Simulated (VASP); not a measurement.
Wanted: the native input for a VASP 6.6.1 run.

| Property | Result |
| --- | --- |
| Task | single point |
| Functional | PBE |
| Potentials or basis | VASP PAW PBE potentials, release 64 (Ti_sv, O) |
| Cutoff | 600 eV |
| k mesh | 6 × 6 × 6 |
| Occupations | gaussian, width 0.02 eV |
| Spin | no spin polarisation |
| Dipole correction | no |
| Further INCAR settings | ALGO = Normal; EDIFF = 1e-06; NBANDS = 60 |

The structure of TiO2 lies in POSCAR:

```
TiO2
1.0
    5.3347681840      0.0000000000      0.0682913414
    0.0000000000      5.3725608382      0.0000000000
   -2.6038045229      0.0000000000      4.7040825512
Ti O
4 8
Direct
    0.5000000000      0.3682420520      0.2500000000
    0.5000000000      0.6317579480      0.7500000000
    0.0000000000      0.8682420520      0.2500000000
    0.0000000000      0.1317579480      0.7500000000
    0.2105260026      0.8793663532      0.6683869371
    0.7894739974      0.1206336468      0.3316130629
    0.7894739974      0.8793663532      0.8316130629
    0.2105260026      0.1206336468      0.1683869371
    0.7105260026      0.3793663532      0.6683869371
    0.2894739974      0.6206336468      0.3316130629
    0.2894739974      0.3793663532      0.8316130629
    0.7105260026      0.6206336468      0.1683869371
```

This cell differs from its parent crystal: strain along c alone, the other axes held: -3.0 %, then relaxed in part.

One way to write it, as run:

INCAR

```
ALGO = Normal
EDIFF = 1E-6
ENCUT = 600
GGA = PE
GGA_COMPAT = F
ISIF = 2
ISMEAR = 0
LASPH = T
LCHARG = T
LELF = T
LREAL = F
LVHAR = T
LWAVE = F
NBANDS = 60
NELM = 120
PREC = Accurate
SIGMA = 0.02
```

KPOINTS

```
k-points
0
Gamma
  6 6 6
```

Potentials or basis: VASP PAW PBE potentials, release 64 (Ti_sv, O).

Run with:

```bash
$ cat potpaw_PBE.64/Ti_sv/POTCAR potpaw_PBE.64/O/POTCAR > POTCAR
$ mpirun -np 1 vasp_std > vasp.out
```

Results of the run:

* Pressure: 5.8 GPa
* Largest force: 0.021 eV/Å
* Band gap on the k mesh: 2.06 eV

Caveat: the cell differs from its parent crystal (strain along c alone, the other axes held: -3.0 %, then relaxed in part); the cell stands under pressure.

It took 14 min on 1 thread of AMD EPYC 9R45 96-Core Processor (Zen 5) (shared host), peak memory 0.66 GiB.
